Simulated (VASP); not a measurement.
# Al48CN48 (a cell with a defect) in VASP: a series of runs, part 4 of 4

VASP 6.6.1. The steps go on from the part before.

## Step 5: Single point, HSE06

Input file POSCAR:

```
Al48CN48
1.0
    9.3892708200      5.4208981500      0.0000000000
   -9.3892709200      5.4208979800      0.0000000000
    0.0000000000      0.0000000000     10.0348065900
Al N C
48 48 1
Direct
   -0.0095073200      0.1644270900      0.2511726900
    0.1670170900      0.0001603400      0.2493976400
    0.3083687100      0.3215803700      0.2587722300
    0.0004227800      0.3342214200      0.5006954600
    0.1648967000      0.1651128200      0.5015159400
    0.3318928800     -0.0019395100      0.5015353200
    0.0014016100      0.1682440600      0.7508357000
    0.1681646500      0.0013689800      0.7512460700
    0.3335638300      0.3350860000      0.7459513400
    0.0007250800      0.3341911400      0.9998467700
    0.1704126400      0.1692043700      1.0013707500
    0.3360060600      0.0036179900      1.0013986600
    0.0056198800      0.6697531800      0.2490278400
    0.1643901600      0.4969999500      0.2495434100
    0.3312239600      0.8236222300      0.2511616600
    0.0013331300      0.8345280200      0.4998820100
    0.1680370200      0.6668080800      0.5011798000
    0.3344712700      0.5024317300      0.5004914400
    0.0027294300      0.6687646200      0.7507555400
    0.1681511200      0.5012563600      0.7507026600
    0.3350423200      0.8345691800      0.7508305100
    0.0021885600      0.8353817700      0.9999471400
    0.1691661100      0.6680647700      0.9992873100
    0.3349637300      0.4996185300      0.9989248600
    0.4883124300      0.1414036400      0.2588040100
    0.6638850400     -0.0024233100      0.2495541900
    0.8307244800      0.3341288100      0.2491970000
    0.5022910400      0.3354279500      0.4982626500
    0.6692367600      0.1676352900      0.5005193300
    0.8336494800      0.0012246100      0.5011893400
    0.5018912100      0.1667506400      0.7459466200
    0.6680815800      0.0013431800      0.7507047100
    0.8352411200      0.3347867000      0.7507314500
    0.5073548400      0.3405878800      0.9757410200
    0.6663965700      0.1681157700      0.9989490800
    0.8348981400      0.0023642500      0.9992789700
    0.5010608200      0.6640265500      0.2491811200
    0.6885174500      0.5218135700      0.2611765900
    0.8365880100      0.8388383400      0.2490512300
    0.5010374000      0.8335945500      0.5007099600
    0.6690872800      0.6721543200      0.5011140600
    0.8389926000      0.5022733400      0.5011118700
    0.5015983400      0.6684336900      0.7507167300
    0.6728969000      0.5060636500      0.7400714200
    0.8355776900      0.8359214200      0.7507548600
    0.5010077300      0.8339463300      0.9998371400
    0.6699496300      0.6676139300      0.9976331200
    0.8343812700      0.5031307900      0.9975896700
   -0.0007592200      0.1675772200      0.4417099300
    0.1678248300      0.0010238800      0.4404189300
    0.3328413400      0.3338404300      0.4437827800
   -0.0034525000      0.3324231600      0.1906859200
    0.1490965200      0.1586285400      0.1915219000
    0.3254171600     -0.0177999200      0.1915194400
    0.0019986200      0.1686722900      0.9405005100
    0.1689064400      0.0021030200      0.9415125900
    0.3339986500      0.3358508100      0.9344116700
    0.0016943500      0.3348239000      0.6910426200
    0.1669140500      0.1668678400      0.6903140400
    0.3336357000      0.0000682100      0.6903381600
    0.0033906300      0.6690490300      0.4398056700
    0.1671274500      0.4999783000      0.4402561800
    0.3343808400      0.8323948000      0.4417199600
    0.0003961000      0.8335747500      0.1906516200
    0.1668546300      0.6619314000      0.1896831300
    0.3322550700      0.4950228800      0.1912381400
    0.0035505800      0.6693886200      0.9408319400
    0.1682766100      0.5008232000      0.9411254400
    0.3354645600      0.8351890800      0.9404981200
    0.0014987900      0.8346904900      0.6906384500
    0.1686513300      0.6678653900      0.6912136600
    0.3349219100      0.5028012200      0.6896393200
    0.5006285200      0.1659588900      0.4438207800
    0.6668023700      0.0002866900      0.4402867800
    0.8340136200      0.3343100900      0.4396130000
    0.4153397800      0.2484456800      0.1781003400
    0.6617898800      0.1653349200      0.1912581300
    0.8288478700      0.0000911200      0.1896908500
    0.5026462700      0.1672172700      0.9343973200
    0.6676474200      0.0014762900      0.9411161800
    0.8341855400      0.3349179000      0.9415096200
    0.5021717000      0.3353620100      0.6889255700
    0.6696336600      0.1681060800      0.6896726900
    0.8346954800      0.0018492000      0.6912151000
    0.5011337100      0.6672064800      0.4396108900
    0.6729426000      0.5061065800      0.4484581100
    0.8358488900      0.8365575300      0.4398261800
    0.4992583500      0.8297785200      0.1906750300
    0.6716441700      0.6730848000      0.1898386400
    0.8396699300      0.5047305000      0.1898099500
    0.5017410400      0.6674344700      0.9414798200
    0.6774300000      0.5106072600      0.9249274800
    0.8361954200      0.8367389900      0.9408161200
    0.5016411700      0.8348823200      0.6910353100
    0.6686103700      0.6722030700      0.6888434000
    0.8390410600      0.5017942500      0.6888320800
    0.5366129300      0.3699472100      0.1669842500
```

Input file INCAR.step1:

```
  PREC = Accurate
  ENCUT = 520
  EDIFF = 1E-5
  ISMEAR = -1
  SIGMA = 0.01
  LREAL = Auto
  LASPH = True
  NELM = 120
  ALGO = Normal
  ISIF = 2
  LWAVE = True
  LCHARG = False
  GGA = PE
  NBANDS = 248
  GGA_COMPAT = False
  ISYM = -1
  KPAR = 1
```

Input file INCAR.step2:

```
  PREC = Accurate
  ENCUT = 520
  EDIFF = 1E-6
  ISMEAR = -1
  SIGMA = 0.01
  LREAL = Auto
  LASPH = True
  NELM = 120
  ALGO = Normal
  ISIF = 2
  LWAVE = False
  LCHARG = False
  GGA = PE
  LHFCALC = True
  HFSCREEN = 0.2079
  PRECFOCK = Fast
  ISTART = 1
  NBANDS = 248
  GGA_COMPAT = False
  ISYM = -1
  KPAR = 1
```

Input file KPOINTS:

```
explicit points
1
Reciprocal
  0.25000000   0.25000000   0.25000000 1
```

On the command line:

```sh
> cat potpaw_PBE.64/Al/POTCAR potpaw_PBE.64/N/POTCAR potpaw_PBE.64/C/POTCAR > POTCAR
> cp INCAR.step1 INCAR
> mpirun -np 4 vasp_std > vasp.out
> cp INCAR.step2 INCAR
> mpirun -np 4 vasp_std > vasp.out
```

Wall time 10 min (4 MPI ranks of Intel Xeon 6975P-C (Granite Rapids), shared host); peak memory 0.83 GiB.

The run converged. Its results:

- Free energy: -841.2356 eV
- Pressure: -3.1 GPa
- Largest force: 0.548 eV/Å
- Band gap on the k mesh: 1.75 eV

Forces in eV/Å, atoms in the order of the input:
```
Al   0.069  0.008 -0.044
Al  -0.007 -0.036 -0.034
Al   0.049 -0.087 -0.065
Al   0.014  0.000  0.001
Al   0.002 -0.004  0.020
Al   0.002 -0.008  0.024
Al   0.003  0.000  0.009
Al   0.001 -0.001  0.005
Al  -0.004 -0.005  0.009
Al   0.001 -0.001  0.012
Al  -0.013 -0.040  0.029
Al   0.015 -0.040  0.021
Al   0.014 -0.017 -0.032
Al  -0.037  0.005 -0.016
Al  -0.067  0.003 -0.042
Al   0.002  0.009 -0.002
Al  -0.006  0.010 -0.002
Al   0.002 -0.006  0.013
Al   0.005  0.007  0.006
Al  -0.004  0.003  0.005
Al  -0.004  0.000  0.010
Al   0.000  0.011  0.022
Al  -0.007 -0.004  0.015
Al  -0.017 -0.010 -0.003
Al  -0.048 -0.076 -0.066
Al   0.034  0.001 -0.015
Al   0.018  0.040 -0.010
Al  -0.007 -0.022  0.057
Al   0.004 -0.005  0.013
Al   0.005  0.009 -0.001
Al   0.004 -0.008  0.012
Al   0.004  0.002  0.004
Al   0.004  0.005  0.001
Al   0.003 -0.041  0.009
Al   0.011 -0.010 -0.007
Al   0.008 -0.003  0.017
Al  -0.026  0.026 -0.006
Al   0.007  0.085 -0.017
Al  -0.010 -0.003 -0.030
Al  -0.016  0.002 -0.001
Al  -0.004  0.005  0.025
Al   0.002  0.006  0.020
Al   0.000  0.006 -0.001
Al  -0.002  0.000  0.050
Al  -0.006  0.005  0.005
Al  -0.003 -0.002  0.012
Al  -0.019  0.043 -0.011
Al   0.023  0.046 -0.003
N   -0.012 -0.007  0.009
N    0.002  0.010  0.010
N   -0.013 -0.013 -0.048
N    0.006  0.001  0.014
N   -0.047  0.049  0.057
N    0.047  0.045  0.058
N   -0.019 -0.008 -0.024
N   -0.001  0.013 -0.011
N    0.022  0.037 -0.022
N   -0.003 -0.001 -0.006
N   -0.003  0.003 -0.013
N    0.003  0.009 -0.016
N    0.003 -0.018  0.014
N    0.008 -0.003  0.009
N    0.010 -0.004  0.006
N   -0.001 -0.011  0.005
N    0.001  0.009  0.027
N   -0.004 -0.014  0.019
N   -0.004 -0.006 -0.021
N    0.002  0.000 -0.016
N    0.020 -0.007 -0.022
N    0.000 -0.001  0.000
N    0.002 -0.002 -0.008
N    0.006 -0.004 -0.007
N    0.015 -0.011 -0.052
N   -0.009  0.001  0.006
N   -0.006 -0.003  0.013
N    0.001  0.530  0.138
N   -0.002 -0.013  0.019
N   -0.006  0.002  0.025
N   -0.020  0.038 -0.016
N   -0.001 -0.001 -0.014
N    0.000 -0.008 -0.015
N    0.002  0.002 -0.019
N   -0.010 -0.006 -0.011
N   -0.001 -0.001 -0.007
N    0.009  0.000  0.011
N   -0.003 -0.002 -0.085
N   -0.004 -0.015  0.012
N   -0.003  0.002  0.014
N    0.046 -0.018  0.047
N   -0.037 -0.003  0.053
N    0.008 -0.011 -0.011
N   -0.006 -0.052  0.019
N    0.004 -0.004 -0.018
N    0.002 -0.001 -0.004
N    0.025 -0.003 -0.026
N   -0.027 -0.004 -0.025
C   -0.001 -0.404 -0.090
```

Stress tensor (GPa, compression positive):
```
-3.72  0.00  0.00
 0.00 -2.91 -0.36
 0.00 -0.36 -2.62
```

Levels at points of the mesh, in eV from the valence-band top:
```csv
k point,band 192,band 193,band 194,band 195,band 196,band 197
"(0.25, 0.25, 0.25)",-2.65,-2.60,0.00,1.75,4.07,4.27
```

Caveat: the PAW data sets were made with another functional, which shifts forces and pressure a little.

## Step 6: Summary

```tsv
cell	gap on the mesh (eV)	pressure (GPa)	largest force (eV/Å)
as given, atomic positions A	1.74	-3.1	0.53
as given, atomic positions B	1.75	-3.1	0.52
as given, atomic positions C	1.75	-3.1	0.55
```

Alike in all rows: task single point; level HSE06; potentials or basis VASP PAW PBE potentials, release 64 (Al, N, C); no spin polarisation; k mesh 1 × 1 × 1, shifted; cutoff (eV) 520; smearing fermi-dirac 0.01 eV.

Caveats: the PAW data sets were made with another functional, which shifts forces and pressure a little.

Absolute energies hang on the potentials; compare differences alone.
